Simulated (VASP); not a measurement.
# CdS (l.eA) (F-43m) in VASP: further runs

The runs below take CdS (l.eA) through single point, with LDA.

All numbers are computed with VASP 6.6.1; they aren't measurements. Logs are shortened: lines on timing, memory, paths and dates and some standing lists are left out, and cuts for length are marked.

## Step 1: The cell of the first run

The structure is cubic, space group F-43m (No. 216). Conventional cell: a = 5.756 Å, b = 5.756 Å, c = 5.756 Å, α = 90.00°, β = 90.00°, γ = 90.00°. Within 3.3 Å of Cd (site symmetry -43m) lie 4 S at 2.49 Å. S (site symmetry -43m) has 4 Cd at 2.49 Å within 3.3 Å.

## Step 2: Single point, LDA

Contents of INCAR:

```
ALGO = Normal ; EDIFF = 1E-6
ENCUT = 500 ; GGA = CA
GGA_COMPAT = False ; ISIF = 2
ISMEAR = 0 ; LASPH = True
LCHARG = False ; LREAL = False
LWAVE = False ; NBANDS = 26
NELM = 120 ; PREC = Accurate
SIGMA = 0.1
```

Contents of KPOINTS:

```
k-points
0
Gamma
  4 4 4
```

Contents of POSCAR:

```
CdS
1.0
    4.0704577099      0.0000000000      0.0000000000
    0.0000000000      5.7564965014      0.0000000000
    0.0000000000      0.0000000000      4.0704577099
Cd S
2 2
Direct
    0.0000000000      0.0000000000      0.0000000000
    0.5000000000      0.5000000000      0.5000117000
    0.5000000000      0.2500000000      0.0000000000
    0.0000000000      0.7500000000      0.5000117000
```

Potentials or basis: VASP PAW LDA potentials, release 64 (Cd, S).

On the command line:

```
> cat potpaw_LDA.64/Cd/POTCAR potpaw_LDA.64/S/POTCAR > POTCAR
> mpirun -np 1 vasp_std > vasp.out
```

OUTCAR:

```text
EDIFF = 1E-6
   ENCUT = 500
   GGA = CA
   ISIF = 2
   ISMEAR = 0
   LASPH = True
   LREAL = False
   NELM = 120
   PREC = Accurate

 ion  position               nearest neighbor table
   1  0.000  0.000  0.000-   4 2.49   3 2.49   3 2.49   4 2.49
   2  0.500  0.500  0.500-   3 2.49   4 2.49   4 2.49   3 2.49
   3  0.500  0.250  0.000-   2 2.49   1 2.49   1 2.49   2 2.49
   4  0.000  0.750  0.500-   1 2.49   2 2.49   2 2.49   1 2.49

  LATTYP: Found a simple tetragonal cell.
 ALAT       =     4.0704577099
 C/A-ratio  =     1.4142135631

  Lattice vectors:

 A1 = (  -4.0704577099,   0.0000000000,   0.0000000000)
 A2 = (   0.0000000000,   0.0000000000,   4.0704577099)
 A3 = (   0.0000000000,   5.7564965014,   0.0000000000)

Analysis of symmetry for initial positions (statically):
=====================================================================
 Subroutine PRICEL returns:
 Original cell was already a primitive cell.

 Routine SETGRP: Setting up the symmetry group for a
 simple tetragonal supercell.

 Subroutine GETGRP returns: Found  4 space group operations
 (whereof  2 operations were pure point group operations)
 out of a pool of 16 trial point group operations.

The static configuration has the point symmetry C_1h.
 The point group associated with its full space group is C_2v.

Analysis of symmetry for dynamics (positions and initial velocities):
=====================================================================
 Subroutine PRICEL returns:
 Original cell was already a primitive cell.

 Routine SETGRP: Setting up the symmetry group for a
 simple tetragonal supercell.

 Subroutine GETGRP returns: Found  4 space group operations
 (whereof  2 operations were pure point group operations)
 out of a pool of 16 trial point group operations.

The dynamic configuration has the point symmetry C_1h.
 The point group associated with its full space group is C_2v.

 Subroutine INISYM returns: Found  4 space group operations
 (whereof  2 operations are pure point group operations),
 and found     1 'primitive' translations

----------------------------------------------------------------------------------------

                                     Primitive cell

  volume of cell :      95.3772

  direct lattice vectors                    reciprocal lattice vectors
     4.070457710  0.000000000  0.000000000     0.245672617  0.000000000  0.000000000
     0.000000000  5.756496501  0.000000000     0.000000000  0.173716774  0.000000000
     0.000000000  0.000000000  4.070457710     0.000000000  0.000000000  0.245672617

  length of vectors
     4.070457710  5.756496501  4.070457710     0.245672617  0.173716774  0.245672617

  position of ions in fractional coordinates (direct lattice)
     0.000000000  0.000000000  0.000000000
     0.500000000  0.500000000  0.500011700
     0.500000000  0.250000000  0.000000000
     0.000000000  0.750000000  0.500011700

  ion indices of the primitive-cell ions
   primitive index   ion index
                 1           1
                 2           2
                 3           3
                 4           4

----------------------------------------------------------------------------------------

 KPOINTS: k-points

Automatic generation of k-mesh.
 Grid dimensions read from file:
 generate k-points for:    4    4    4

 Generating k-lattice:

  Cartesian coordinates                     Fractional coordinates (reciprocal lattice)
     0.061418154  0.000000000  0.000000000     0.250000000  0.000000000  0.000000000
     0.000000000  0.043429193  0.000000000     0.000000000  0.250000000  0.000000000
     0.000000000  0.000000000  0.061418154     0.000000000  0.000000000  0.250000000

  Length of vectors
     0.061418154  0.043429193  0.061418154

  Shift w.r.t. Gamma in fractional coordinates (k-lattice)
     0.000000000  0.000000000  0.000000000

 Subroutine IBZKPT returns following result:
 ===========================================

 Found     27 irreducible k-points:

 Following reciprocal coordinates:
            Coordinates               Weight
  0.000000  0.000000  0.000000      1.000000
  0.250000  0.000000  0.000000      2.000000
  0.000000  0.000000 -0.250000      2.000000
  0.500000  0.000000  0.000000      1.000000
  0.000000  0.000000  0.500000      1.000000
  0.000000  0.250000  0.000000      2.000000
[... 16 lines left out ...]
  0.500000  0.500000  0.250000      2.000000
  0.250000  0.500000  0.500000      2.000000
 [... further k-points ...]
   k-points           NKPTS =     27   k-points in BZ     NKDIM =     27   number of bands    NBANDS=     26
   number of dos      NEDOS =    301   number of ions     NIONS =      4
   total plane-waves  NPLWV =  37800
   dimension x,y,z NGX =    30 NGY =   42 NGZ =   30
   dimension x,y,z NGXF=    60 NGYF=   84 NGZF=   60
   ions per type =               2   2
   NGX,Y,Z   is equivalent  to a cutoff of  12.25, 12.13, 12.25 a.u.
   NGXF,Y,Z  is equivalent  to a cutoff of  24.51, 24.26, 24.51 a.u.
 SYSTEM =  unknown system
   PREC   = accura    normal or accurate (medium, high low for compatibility)
   ISTART =      0    job   : 0-new  1-cont  2-samecut
   ICHARG =      2    charge: 1-file 2-atom 10-const
   ISPIN  =      1    spin polarized calculation?
   LNONCOLLINEAR =      F non collinear calculations
   LSORBIT =      F    spin-orbit coupling
   LASPH  =      T    aspherical Exc in radial PAW
   ENCUT  =  500.0 eV  36.75 Ry    6.06 a.u.   7.42 10.50  7.42*2*pi/ulx,y,z
   NELM   =    120;   NELMIN=  2; NELMDL= -5     # of ELM steps
   EDIFF  = 0.1E-05   stopping-criterion for ELM
   LREAL  =      F    real-space projection
   EDIFFG = 0.1E-04   stopping-criterion for IOM
   NSW    =      0    number of steps for IOM
   IBRION =     -1    ionic relax: 0-MD 1-quasi-New 2-CG
   NFREE  =      0    steps in history (QN), initial steepest desc. (CG)
   ISIF   =      2    stress and relaxation
   ISYM   =      2    0-nonsym 1-usesym 2-fastsym
   POTIM  = 0.5000    time-step for ionic-motion
   TEBEG  =    0.0;   TEEND  =   0.0 temperature during run
   PSTRESS=    0.0 pullay stress
   NELECT =      36.0000    total number of electrons
   NUPDOWN=      -1.0000    fix difference up-down
   EMIN   =  10.00;   EMAX   =-10.00  energy-range for DOS
   EFERMI =   0.00;   METHOD = LEGACY
   ISMEAR =     0;   SIGMA  =   0.10  broadening in eV -4-tet -1-fermi 0-gaus
   EFERMI_NEDOS =   21; number of points for ismear=-14 and -15
   IALGO  =     38    algorithm
   IMIX   =      4    mixing-type and parameters
     AMIX     =   0.40;   BMIX     =  1.00
     AMIX_MAG =   1.60;   BMIX_MAG =  1.00
  volume/ion in A,a.u.               =      23.84       160.91
  Fermi-wavevector in a.u.,A,eV,Ry     =   1.183116  2.235766 19.044946  1.399764
  Thomas-Fermi vector in A             =   2.319357
   LORBIT       =      0    0 simple, 1 ext, 2 COOP (PROOUT), +10 PAW based schemes
   GGA     = CA    functional components
   LHFCALC =     F    Hartree Fock is set to
   AEXX    =    0.0000 exact exchange contribution
   IVDW    =     0    specifies the selected vdW correction
   LEPSILON=     F    determine dielectric tensor
   LRPA    =     F    only Hartree local field effects (RPA)
 non-spin polarized calculation
 Gauss-broadening in eV      SIGMA  =   0.10
  energy-cutoff  :      500.00
  volume of cell :       95.38
 maximum number of plane-waves:      2477
 NGX is ok and might be reduce to    30
   NGX = 15   NGY = 21   NGZ = 15

 number of electron      35.9999982 magnetization

 Free energy of the ion-electron system (eV)
  ---------------------------------------------------
  ext. energy  EPLUGINS =         0.00000000
  ---------------------------------------------------
  free energy    TOTEN  =       -14.78522906 eV

  energy without entropy =      -14.78522906  energy(sigma->0) =      -14.78522906

 E-fermi :   1.9504     XC(G=0):  -9.7651

 val. band max:        1.4932425325   @ k =   0.0000   0.0000   0.0000
 cond. band min:       2.4640010640   @ k =   0.0000   0.0000   0.0000
 fundamental gap:      0.9707585315
 Fermi energy:         1.9503952358

 k-point     1 :       0.0000    0.0000    0.0000
  band No.  band energies     occupation
      1     -11.1182      2.00000
      2     -10.4870      2.00000
      3      -6.4536      2.00000
      4      -6.4536      2.00000
      5      -6.4535      2.00000
      6      -6.2373      2.00000
[... 18 lines left out ...]
     25      10.6184      0.00000
     26      12.2718      0.00000

 k-point     2 :       0.2500    0.0000    0.0000
  band No.  band energies     occupation
      1     -10.9440      2.00000
      2     -10.5011      2.00000
      3      -6.3990      2.00000
      4      -6.3767      2.00000
      5      -6.3100      2.00000
      6      -6.2428      2.00000
[... 18 lines left out ...]
     25       9.8365      0.00000
     26      10.4725      0.00000

 k-point     3 :       0.0000    0.0000   -0.2500
  band No.  band energies     occupation
      1     -10.9440      2.00000
      2     -10.5011      2.00000
      3      -6.3990      2.00000
      4      -6.3767      2.00000
      5      -6.3100      2.00000
      6      -6.2428      2.00000
[... 18 lines left out ...]
     25       9.8365      0.00000
     26      10.4725      0.00000

 k-point     4 :       0.5000    0.0000    0.0000
  band No.  band energies     occupation
      1     -10.6398      2.00000
      2     -10.6398      2.00000
      3      -6.2878      2.00000
      4      -6.2878      2.00000
      5      -6.2679      2.00000
      6      -6.2679      2.00000
[... 18 lines left out ...]
     25       9.0551      0.00000
     26       9.0551      0.00000
[... 496 lines left out ...]
      1     -10.6398      2.00000
      2     -10.6398      2.00000
      3      -6.2877      2.00000
      4      -6.2877      2.00000
      5      -6.2679      2.00000
      6      -6.2679      2.00000
[... 18 lines left out ...]
     25       9.0545      0.00000
     26       9.0545      0.00000

 k-point    23 :       0.5000    0.5000    0.2500
  band No.  band energies     occupation
      1     -10.5623      2.00000
      2     -10.5623      2.00000
      3      -6.2746      2.00000
      4      -6.2746      2.00000
      5      -6.2284      2.00000
      6      -6.2284      2.00000
[... 18 lines left out ...]
     25       9.7477      0.00000
     26       9.7477      0.00000

 k-point    24 :       0.2500    0.5000    0.5000
  band No.  band energies     occupation
      1     -10.5623      2.00000
      2     -10.5623      2.00000
      3      -6.2746      2.00000
      4      -6.2746      2.00000
      5      -6.2284      2.00000
      6      -6.2284      2.00000
[... 18 lines left out ...]
     25       9.7477      0.00000
     26       9.7477      0.00000

 [... further k-points ...]

------------------------ aborting loop because EDIFF is reached ----------------------------------------

  FORCE on cell =-STRESS in cart. coord.  units (eV):
  Direction    XX          YY          ZZ          XY          YZ          ZX
  --------------------------------------------------------------------------------------
  -------------------------------------------------------------------------------------
  Total        0.4046768      0.2909019      0.4046848      0.0000000      0.0000000      0.0000000
  in kB        6.7978908      4.8866639      6.7980254      0.0000000      0.0000000      0.0000000
  external PRESSURE =       6.1608600 kB  Pullay stress =       0.0000000 kB

 VOLUME and BASIS-vectors are now :
 -----------------------------------------------------------------------------
  energy-cutoff  :      500.00
  volume of cell :       95.38
      direct lattice vectors                 reciprocal lattice vectors
     4.070457710  0.000000000  0.000000000     0.245672617  0.000000000  0.000000000
     0.000000000  5.756496501  0.000000000     0.000000000  0.173716774  0.000000000
     0.000000000  0.000000000  4.070457710     0.000000000  0.000000000  0.245672617

 POSITION                                       TOTAL-FORCE (eV/Angst)
 -----------------------------------------------------------------------------------
      0.00000      0.00000      0.00000         0.000000     -0.000000      0.000274
      2.03523      2.87825      2.03528         0.000000     -0.000000     -0.000274
      2.03523      1.43912      0.00000         0.000000      0.000000      0.000351
      0.00000      4.31737      2.03528         0.000000      0.000000     -0.000351
 -----------------------------------------------------------------------------------
    total drift:                                0.000000     -0.000003      0.000000

  FREE ENERGIE OF THE ION-ELECTRON SYSTEM (eV)
  ---------------------------------------------------
  free  energy   TOTEN  =       -14.7852290583 eV

  energy  without entropy=      -14.7852290583  energy(sigma->0) =      -14.78522906
```

Run time: 64 s. Hardware: 1 thread of Intel Xeon Platinum 8259CL at 2.50GHz (Skylake/Cascade Lake), shared host; peak memory 0.19 GiB.

Results:

```yaml
Free_energy: -14.7852 eV
Pressure: 0.6 GPa
Band_gap_on_the_k_mesh: 0.97 eV
```

## Step 3: Single point, LDA

Contents of INCAR:

```
SYSTEM = CdS
PREC = Accurate
ENCUT = 500
EDIFF = 1E-6
ISMEAR = 0
SIGMA = 0.02
LREAL = .False.
LASPH = .True.
NELM = 120
ALGO = Normal
ISIF = 2
LWAVE = .False.
LCHARG = .True.
LELF = .True.
LVHAR = .True.
NBANDS = 26
GGA_COMPAT = .False.
```

Contents of KPOINTS:

```
regular mesh
0
Gamma
  8 6 8
  0 0 0
```

Contents of POSCAR:

```
CdS
1.0
    4.0704577099      0.0000000000      0.0000000000
    0.0000000000      5.7564965014      0.0000000000
    0.0000000000      0.0000000000      4.0704577099
Cd S
2 2
Direct
    0.0000000000      0.0000000000      0.0000058500
    0.5000000000      0.5000000000      0.5000058500
    0.5000000000      0.2500000000      0.0000058500
    0.0000000000      0.7500000000      0.5000058500
```

Potentials or basis: VASP PAW LDA potentials, release 64 (Cd, S).

On the command line:

```
> cat potpaw_LDA.64/Cd/POTCAR potpaw_LDA.64/S/POTCAR > POTCAR
> mpirun -np 1 vasp_std > vasp.out
```

It took 2.4 min on 1 thread of Intel Xeon Platinum 8259CL at 2.50GHz (Skylake/Cascade Lake), shared host; peak memory 0.24 GiB.

It converged, with:

- Free energy: -14.8137 eV
- Pressure: 0.6 GPa
- Band gap on the k mesh: 0.98 eV

Levels at points of the mesh, in eV from the valence-band top:
| k point | band 14 | band 15 | band 16 | band 17 | band 18 | band 19 | band 20 | band 21 | band 22 | band 23 |
| --- | --- | --- | --- | --- | --- | --- | --- | --- | --- | --- |
| (0.00, 0.00, 0.00) | -2.07 | -2.07 | 0.00 | 0.00 | 0.00 | 0.98 | 3.24 | 4.21 | 6.35 | 6.35 |
| (0.50, 0.00, 0.00) | -3.73 | -2.25 | -2.25 | -0.85 | -0.85 | 4.23 | 4.23 | 5.94 | 5.94 | 6.58 |
| (0.00, 0.50, 0.00) | -2.45 | -1.13 | -1.13 | -1.13 | -1.13 | 3.48 | 3.48 | 4.61 | 4.61 | 8.04 |
| (0.50, 0.50, 0.00) | -4.77 | -0.83 | -0.83 | -0.83 | -0.83 | 2.84 | 2.84 | 6.84 | 6.84 | 6.84 |
| (0.50, 0.00, 0.50) | -4.23 | -2.07 | -2.07 | -2.07 | -2.07 | 3.24 | 3.24 | 4.21 | 4.21 | 9.13 |
| (0.50, 0.50, 0.50) | -4.20 | -2.52 | -2.52 | -2.40 | -2.40 | 5.24 | 5.24 | 5.46 | 5.46 | 7.10 |

A hybrid or GW would open this gap; LDA tends to underestimate it.

## Step 4: Single point, LDA

Contents of INCAR:

```
SYSTEM = CdS
ALGO = Normal ; EDIFF = 1E-6
ENCUT = 500 ; GGA = CA
GGA_COMPAT = .False. ; ISIF = 2
ISMEAR = 0 ; LASPH = .True.
LCHARG = .True. ; LELF = .True.
LREAL = .False. ; LVHAR = .True.
LWAVE = .False. ; NBANDS = 26
NELM = 120 ; PREC = Accurate
SIGMA = 0.02
```

Contents of KPOINTS:

```
k-points
0
Gamma
  8 6 8
  0 0 0
```

POSCAR is that of step 3.

On the command line:

```
> cat potpaw_LDA.64/Cd/POTCAR potpaw_LDA.64/S/POTCAR > POTCAR
> mpirun -np 1 vasp_std > vasp.out
```

Run time: 2.3 min. Hardware: 1 thread of Intel Xeon Platinum 8259CL at 2.50GHz (Skylake/Cascade Lake), shared host; peak memory 0.24 GiB.

Results (log left out):

```
Free energy            : -14.8137 eV
Pressure               : 0.6 GPa
Band gap on the k mesh : 0.98 eV
```

Levels at points of the mesh, in eV from the valence-band top:
| k point | band 14 | band 15 | band 16 | band 17 | band 18 | band 19 | band 20 | band 21 | band 22 | band 23 |
| --- | --- | --- | --- | --- | --- | --- | --- | --- | --- | --- |
| (0.00, 0.00, 0.00) | -2.07 | -2.07 | 0.00 | 0.00 | 0.00 | 0.98 | 3.24 | 4.21 | 6.35 | 6.35 |
| (0.50, 0.00, 0.00) | -3.73 | -2.25 | -2.25 | -0.85 | -0.85 | 4.23 | 4.23 | 5.94 | 5.94 | 6.58 |
| (0.00, 0.50, 0.00) | -2.45 | -1.13 | -1.13 | -1.13 | -1.13 | 3.48 | 3.48 | 4.61 | 4.61 | 8.04 |
| (0.50, 0.50, 0.00) | -4.77 | -0.83 | -0.83 | -0.83 | -0.83 | 2.84 | 2.84 | 6.84 | 6.84 | 6.84 |
| (0.50, 0.00, 0.50) | -4.23 | -2.07 | -2.07 | -2.07 | -2.07 | 3.24 | 3.24 | 4.21 | 4.21 | 9.13 |
| (0.50, 0.50, 0.50) | -4.20 | -2.52 | -2.52 | -2.40 | -2.40 | 5.24 | 5.24 | 5.46 | 5.46 | 7.10 |

## Step 5: Single point, LDA

Contents of INCAR:

```
PREC = Accurate
ENCUT = 500
EDIFF = 1E-6
ISMEAR = 0
SIGMA = 0.02
LREAL = False
LASPH = True
NELM = 120
ALGO = Normal
ISIF = 2
LWAVE = False
LCHARG = True
LELF = True
LVHAR = True
NBANDS = 26
GGA_COMPAT = False
```

Contents of KPOINTS:

```
regular mesh
0
Gamma
  8 6 8
```

Contents of POSCAR:

```
CdS
1.0
    4.0704577099      0.0000000000      0.0000000000
    0.0000000000      5.7564965014      0.0000000000
    0.0000000000      0.0000000000      4.0704577099
Cd S
2 2
Direct
    0.0000000000      0.0000000000      0.0000000000
    0.5000000000      0.5000000000      0.5000117000
    0.5000000000      0.2500000000      0.0000000000
    0.0000000000      0.7500000000      0.5000117000
```

On the command line:

```
> cat potpaw_LDA.64/Cd/POTCAR potpaw_LDA.64/S/POTCAR > POTCAR
> mpirun -np 1 vasp_std > vasp.out
```

It took 3.9 min on 1 thread of Intel Xeon Platinum 8259CL at 2.50GHz (Skylake/Cascade Lake), shared host; peak memory 0.3 GiB.

The run converged. Its results:

| Property | Result |
| --- | --- |
| Free energy | -14.8137 eV |
| Pressure | 0.6 GPa |
| Band gap on the k mesh | 0.98 eV |

Levels at points of the mesh, in eV from the valence-band top:
```
           k point  band 14  band 15  band 16  band 17  band 18  band 19  band 20  band 21  band 22  band 23
(0.00, 0.00, 0.00)    -2.07    -2.07     0.00     0.00     0.00     0.98     3.24     4.21     6.35     6.35
(0.50, 0.00, 0.00)    -3.73    -2.25    -2.25    -0.85    -0.85     4.23     4.23     5.94     5.94     6.58
(0.00, 0.00, 0.50)    -3.73    -2.25    -2.25    -0.85    -0.85     4.23     4.23     5.94     5.94     6.58
(0.00, 0.50, 0.00)    -2.45    -1.13    -1.13    -1.13    -1.13     3.48     3.48     4.61     4.61     8.04
(0.50, 0.50, 0.00)    -4.77    -0.83    -0.83    -0.83    -0.83     2.84     2.84     6.84     6.84     6.84
(0.00, 0.50, 0.50)    -4.77    -0.83    -0.83    -0.83    -0.83     2.84     2.84     6.84     6.84     6.84
(0.50, 0.00, 0.50)    -4.23    -2.07    -2.07    -2.07    -2.07     3.24     3.24     4.21     4.21     9.13
(0.50, 0.50, 0.50)    -4.20    -2.52    -2.52    -2.40    -2.40     5.24     5.24     5.46     5.46     7.10
```
